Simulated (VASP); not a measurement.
# CdTe in VASP: notebook

The runs below take CdTe through single point, with PBE.

All numbers are computed with VASP 6.6.1; they aren't measurements. Logs are shortened: lines on timing, memory, paths and dates and some standing lists are left out, and cuts for length are marked.

### 1 The cell of the first run

The cell holds a wire or tube with vacuum around it, 2 atoms: a = 11.300 Å, b = 9.300 Å, c = 2.855 Å, α = 90.00°, β = 90.00°, γ = 90.00°.

### 2 Single point, PBE, collinear spin

INCAR reads:

```
SYSTEM = CdTe
ALGO     = Normal         ! electronic algorithm
EDIFF    = 1E-6           ! SCF threshold, eV
ENCUT    = 520            ! plane-wave cutoff, eV
GGA      = PE             ! functional
ISIF     = 2              ! what is computed and relaxed
ISMEAR   = 0              ! smearing method
ISPIN    = 2              ! spin polarisation
LASPH    = .TRUE.         ! aspherical terms in the spheres
LCHARG   = .FALSE.        ! write CHGCAR
LORBIT   = 11             ! projections on sites
LREAL    = .FALSE.        ! projectors in reciprocal space
LWAVE    = .FALSE.        ! write WAVECAR
MAGMOM   = 0.5 0.5        ! initial moments
NBANDS   = 20             ! bands
NELM     = 150            ! most SCF steps
PREC     = Accurate       ! precision mode
SIGMA    = 0.05           ! smearing width, eV
```

KPOINTS reads:

```
k-points
0
G
  1 1 23
  0 0 0
```

POSCAR reads:

```
CdTe
1.0
   11.3000000000      0.0000000000      0.0000000000
    0.0000000000      9.3000000000      0.0000000000
    0.0000000000      0.0000000000      2.8548167333
Cd Te
1 1
Direct
    0.3716201232      0.5000000000      0.0000000000
    0.6283798768      0.5000000000      0.5000000000
```

Potentials or basis: VASP PAW PBE potentials, release 64 (Cd, Te).

Run with:

```sh
$ cat potpaw_PBE.64/Cd/POTCAR potpaw_PBE.64/Te/POTCAR > POTCAR
$ mpirun -np 1 vasp_std > vasp.out
```

OUTCAR:

```text
SYSTEM = CdTe
   EDIFF = 1E-6
   ENCUT = 520
   GGA = PE
   ISIF = 2
   ISMEAR = 0
   ISPIN = 2
   LASPH = .TRUE.
   LORBIT = 11
   LREAL = .FALSE.
   NELM = 150
   PREC = Accurate

 ion  position               nearest neighbor table
   1  0.372  0.500  0.000-   2 3.23   2 3.23
   2  0.628  0.500  0.500-   1 3.23   1 3.23

  LATTYP: Found a simple orthorhombic cell.
 ALAT       =     2.8548167333
 B/A-ratio  =     3.2576521959
 C/A-ratio  =     3.9582225606

  Lattice vectors:

 A1 = (   0.0000000000,   0.0000000000,  -2.8548167333)
 A2 = (   0.0000000000,   9.3000000000,   0.0000000000)
 A3 = (  11.3000000000,   0.0000000000,   0.0000000000)

Analysis of symmetry for initial positions (statically):
=====================================================================
 Subroutine PRICEL returns:
 Original cell was already a primitive cell.

 Routine SETGRP: Setting up the symmetry group for a
 simple orthorhombic supercell.

 Subroutine GETGRP returns: Found  4 space group operations
 (whereof  4 operations were pure point group operations)
 out of a pool of  8 trial point group operations.

The static configuration has the point symmetry C_2v.

Analysis of symmetry for dynamics (positions and initial velocities):
=====================================================================
 Subroutine PRICEL returns:
 Original cell was already a primitive cell.

 Routine SETGRP: Setting up the symmetry group for a
 simple orthorhombic supercell.

 Subroutine GETGRP returns: Found  4 space group operations
 (whereof  4 operations were pure point group operations)
 out of a pool of  8 trial point group operations.

The dynamic configuration has the point symmetry C_2v.

Analysis of structural, dynamic, and magnetic symmetry:
=====================================================================
 Subroutine PRICEL returns:
 Original cell was already a primitive cell.

 Routine SETGRP: Setting up the symmetry group for a
 simple orthorhombic supercell.

 Subroutine GETGRP returns: Found  4 space group operations
 (whereof  4 operations were pure point group operations)
 out of a pool of  8 trial point group operations.

The overall configuration has the point symmetry C_2v.

 Subroutine INISYM returns: Found  4 space group operations
 (whereof  4 operations are pure point group operations),
 and found     1 'primitive' translations

----------------------------------------------------------------------------------------

                                     Primitive cell

  volume of cell :     300.0127

  direct lattice vectors                    reciprocal lattice vectors
    11.300000000  0.000000000  0.000000000     0.088495575  0.000000000  0.000000000
     0.000000000  9.300000000  0.000000000     0.000000000  0.107526882  0.000000000
     0.000000000  0.000000000  2.854816733     0.000000000  0.000000000  0.350285182

  length of vectors
    11.300000000  9.300000000  2.854816733     0.088495575  0.107526882  0.350285182

  position of ions in fractional coordinates (direct lattice)
     0.371620123  0.500000000  0.000000000
     0.628379877  0.500000000  0.500000000

  ion indices of the primitive-cell ions
   primitive index   ion index
                 1           1
                 2           2

----------------------------------------------------------------------------------------

 KPOINTS: k-points

Automatic generation of k-mesh.
 Grid dimensions read from file:
 generate k-points for:    1    1   23

 Generating k-lattice:

  Cartesian coordinates                     Fractional coordinates (reciprocal lattice)
     0.088495575  0.000000000  0.000000000     1.000000000  0.000000000  0.000000000
     0.000000000  0.107526882  0.000000000     0.000000000  1.000000000  0.000000000
     0.000000000  0.000000000  0.015229791     0.000000000  0.000000000  0.043478261

  Length of vectors
     0.088495575  0.107526882  0.015229791

  Shift w.r.t. Gamma in fractional coordinates (k-lattice)
     0.000000000  0.000000000  0.000000000

 Subroutine IBZKPT returns following result:
 ===========================================

 Found     12 irreducible k-points:

 Following reciprocal coordinates:
            Coordinates               Weight
  0.000000  0.000000  0.000000      1.000000
  0.000000  0.000000  0.043478      2.000000
  0.000000  0.000000  0.086957      2.000000
  0.000000  0.000000  0.130435      2.000000
  0.000000  0.000000  0.173913      2.000000
  0.000000  0.000000  0.217391      2.000000
  0.000000  0.000000  0.260870      2.000000
  0.000000  0.000000  0.304348      2.000000
  0.000000  0.000000  0.347826      2.000000
  0.000000  0.000000  0.391304      2.000000
  0.000000  0.000000  0.434783      2.000000
  0.000000  0.000000  0.478261      2.000000
   k-points           NKPTS =     12   k-points in BZ     NKDIM =     12   number of bands    NBANDS=     20
   number of dos      NEDOS =    301   number of ions     NIONS =      2
   total plane-waves  NPLWV = 141120
   dimension x,y,z NGX =    84 NGY =   70 NGZ =   24
   dimension x,y,z NGXF=   168 NGYF=  140 NGZF=   48
   ions per type =               1   1
   NGX,Y,Z   is equivalent  to a cutoff of  12.36, 12.51, 13.98 a.u.
   NGXF,Y,Z  is equivalent  to a cutoff of  24.72, 25.03, 27.95 a.u.
 SYSTEM =  CdTe
   PREC   = accura    normal or accurate (medium, high low for compatibility)
   ISTART =      0    job   : 0-new  1-cont  2-samecut
   ICHARG =      2    charge: 1-file 2-atom 10-const
   ISPIN  =      2    spin polarized calculation?
   LNONCOLLINEAR =      F non collinear calculations
   LSORBIT =      F    spin-orbit coupling
   LASPH  =      T    aspherical Exc in radial PAW
   ENCUT  =  520.0 eV  38.22 Ry    6.18 a.u.  21.01 17.29  5.31*2*pi/ulx,y,z
   NELM   =    150;   NELMIN=  2; NELMDL= -5     # of ELM steps
   EDIFF  = 0.1E-05   stopping-criterion for ELM
   LREAL  =      F    real-space projection
   EDIFFG = 0.1E-04   stopping-criterion for IOM
   NSW    =      0    number of steps for IOM
   IBRION =     -1    ionic relax: 0-MD 1-quasi-New 2-CG
   NFREE  =      0    steps in history (QN), initial steepest desc. (CG)
   ISIF   =      2    stress and relaxation
   ISYM   =      2    0-nonsym 1-usesym 2-fastsym
   POTIM  = 0.5000    time-step for ionic-motion
   TEBEG  =    0.0;   TEEND  =   0.0 temperature during run
   PSTRESS=    0.0 pullay stress
   NELECT =      18.0000    total number of electrons
   NUPDOWN=      -1.0000    fix difference up-down
   EMIN   =  10.00;   EMAX   =-10.00  energy-range for DOS
   EFERMI =   0.00;   METHOD = LEGACY
   ISMEAR =     0;   SIGMA  =   0.05  broadening in eV -4-tet -1-fermi 0-gaus
   EFERMI_NEDOS =   21; number of points for ismear=-14 and -15
   IALGO  =     38    algorithm
   IMIX   =      4    mixing-type and parameters
     AMIX     =   0.40;   BMIX     =  1.00
     AMIX_MAG =   1.60;   BMIX_MAG =  1.00
  volume/ion in A,a.u.               =     150.01      1012.29
  Fermi-wavevector in a.u.,A,eV,Ry     =   0.640893  1.211113  5.588516  0.410744
  Thomas-Fermi vector in A             =   1.707052
   LORBIT       =     11    0 simple, 1 ext, 2 COOP (PROOUT), +10 PAW based schemes
   GGA     = PE    functional components
   LHFCALC =     F    Hartree Fock is set to
   AEXX    =    0.0000 exact exchange contribution
   IVDW    =     0    specifies the selected vdW correction
   LEPSILON=     F    determine dielectric tensor
   LRPA    =     F    only Hartree local field effects (RPA)
 spin polarized calculation
 Gauss-broadening in eV      SIGMA  =   0.05
  energy-cutoff  :      520.00
  volume of cell :      300.01
 maximum number of plane-waves:      8109
   NGX = 43   NGY = 35   NGZ = 11

 number of electron      18.0000007 magnetization       0.0000019

 number of electron      18.0000007 magnetization      -0.0000100

 Free energy of the ion-electron system (eV)
  ---------------------------------------------------
  ext. energy  EPLUGINS =         0.00000000
  ---------------------------------------------------
  free energy    TOTEN  =        -3.20681006 eV

  energy without entropy =       -3.20679825  energy(sigma->0) =       -3.20680415

 E-fermi :  -2.8352     XC(G=0):  -3.0701

 val. band max:       -2.9579620008   @ k =   0.0000   0.0000   0.3043
 cond. band min:      -2.7124089228   @ k =   0.0000   0.0000   0.4348
 fundamental gap:      0.2455530780
 Fermi energy:        -2.8351853594

 spin component 1

 k-point     1 :       0.0000    0.0000    0.0000
  band No.  band energies     occupation
      1     -14.9803      1.00000
      2     -12.0170      1.00000
      3     -11.2115      1.00000
      4     -11.2069      1.00000
      5     -10.8309      1.00000
      6     -10.7779      1.00000
[... 12 lines left out ...]
     19       4.2712      0.00000
     20       4.4810      0.00000
[... 231 lines left out ...]
 k-point    12 :       0.0000    0.0000    0.4783
  band No.  band energies     occupation
      1     -11.9388      1.00000
      2     -11.5334      1.00000
      3     -11.1755      1.00000
      4     -11.1049      1.00000
      5     -11.0968      1.00000
      6     -10.5859      1.00000
[... 12 lines left out ...]
     19       5.8089      0.00000
     20       6.0325      0.00000
 Fermi energy:        -2.8351853594

 spin component 2

 k-point     1 :       0.0000    0.0000    0.0000
  band No.  band energies     occupation
      1     -14.9803      1.00000
      2     -12.0170      1.00000
      3     -11.2115      1.00000
      4     -11.2069      1.00000
      5     -10.8309      1.00000
      6     -10.7779      1.00000
[... 12 lines left out ...]
     19       4.2712      0.00000
     20       4.4815      0.00000
[... 231 lines left out ...]
 k-point    12 :       0.0000    0.0000    0.4783
  band No.  band energies     occupation
      1     -11.9388      1.00000
      2     -11.5334      1.00000
      3     -11.1755      1.00000
      4     -11.1049      1.00000
      5     -11.0968      1.00000
      6     -10.5859      1.00000
[... 12 lines left out ...]
     19       5.8091      0.00000
     20       6.0325      0.00000

------------------------ aborting loop because EDIFF is reached ----------------------------------------

  FORCE on cell =-STRESS in cart. coord.  units (eV):
  Direction    XX          YY          ZZ          XY          YZ          ZX
  --------------------------------------------------------------------------------------
  -------------------------------------------------------------------------------------
  Total       -0.0536305      0.0176173      0.0377407      0.0000000      0.0000000      0.0000000
  in kB       -0.2864067      0.0940828      0.2015490      0.0000000      0.0000000      0.0000000
  external PRESSURE =       0.0030751 kB  Pullay stress =       0.0000000 kB

 VOLUME and BASIS-vectors are now :
 -----------------------------------------------------------------------------
  energy-cutoff  :      520.00
  volume of cell :      300.01
      direct lattice vectors                 reciprocal lattice vectors
    11.300000000  0.000000000  0.000000000     0.088495575  0.000000000  0.000000000
     0.000000000  9.300000000  0.000000000     0.000000000  0.107526882  0.000000000
     0.000000000  0.000000000  2.854816733     0.000000000  0.000000000  0.350285182

 POSITION                                       TOTAL-FORCE (eV/Angst)
 -----------------------------------------------------------------------------------
      4.19931      4.65000      0.00000        -0.008138      0.000000      0.000000
      7.10069      4.65000      1.42741         0.008138      0.000000      0.000000
 -----------------------------------------------------------------------------------
    total drift:                               -0.000180     -0.000000      0.000000

  FREE ENERGIE OF THE ION-ELECTRON SYSTEM (eV)
  ---------------------------------------------------
  free  energy   TOTEN  =        -3.2068100551 eV

  energy  without entropy=       -3.2067982492  energy(sigma->0) =       -3.20680415

 total charge

# of ion       s       p       d       tot
------------------------------------------
    1        0.601   0.160   9.510  10.271
    2        1.413   1.868   0.035   3.316
--------------------------------------------------
tot          2.014   2.028   9.545  13.587

 magnetization (x)

# of ion       s       p       d       tot
------------------------------------------
    1       -0.000  -0.000   0.000  -0.000
    2        0.000   0.000  -0.000   0.000
--------------------------------------------------
tot         -0.000   0.000   0.000   0.000
```

Run time: 2.2 min. Hardware: 1 thread of AMD EPYC 9R45 (Zen 5), shared host; peak memory 0.49 GiB.

What came out:

```
Free energy                                           : -3.2068 eV
Largest force                                         : 0.008 eV/Å
Band gap on the k mesh                                : zero (filled and empty bands overlap)
Net moment                                            : 0.00 μB per cell
Valence electrons inside the program's atomic spheres : Cd 10.27; Te 3.32
```

Forces in eV/Å, atoms in the order of the input:
```
Cd  -0.008  0.000  0.000
Te   0.008  0.000  0.000
```

Caveat: spin-orbit coupling is left out, which moves the levels of the heavy elements.

(Part 1 of 2 ends here.)

The gap in the log of VASP goes by the Fermi energy; the results here count the filled bands.